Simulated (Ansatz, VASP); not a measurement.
## NaCl: VASP beside Ansatz

```
Na Cl
1.0
    -3.54013   -0.24606   -3.24006
     0.02222   -3.69173   -3.50833
    -3.72549   -3.60882   -0.06069
Na Cl
2 2
Direct
  0.00189 0.99622 0.00146
  0.49988 0.50233 0.49740
  0.25114 0.25108 0.25164
  0.74710 0.75037 0.74950
```

Change from the starting cell: cell sheared at random, sigma 0.06, atoms nudged by 0.01 Å.

Alike in both runs: task single point; functional PBE; k mesh 6 × 6 × 6; occupations gaussian, width 0.05 eV; no spin polarisation.

```csv
,VASP,Ansatz
version,VASP 6.6.1,Ansatz 0.2.0
potentials or method,"VASP PAW PBE potentials, release 64 (Na_pv, Cl), cutoff 520 eV","scalar-relativistic, plane waves, PAW"
valence electrons in the cell,28,32
```

|  | VASP | Ansatz | Ansatz less VASP |
| --- | --- | --- | --- |
| gap on the k mesh at the Fermi level (eV) | 3.67 | 3.67 | -0.001 |
| least direct gap on the mesh (eV) | 3.98 | 3.98 | -0.001 |
| pressure (GPa) | 0.6 | 0.6 | +0.05 |
| traceless stress, the component that is largest in VASP (GPa) | 3.55 | 3.55 | +0.004 |
| rms of the force components (eV/Å) | 0.021 | 0.021 | -0.0001 |

Atom by atom the forces differ by 0.000 eV/Å (rms over components). VASP's potentials hold 28 valence electrons a cell and Ansatz's 32, so a difference there can come from the potentials and not from the codes.
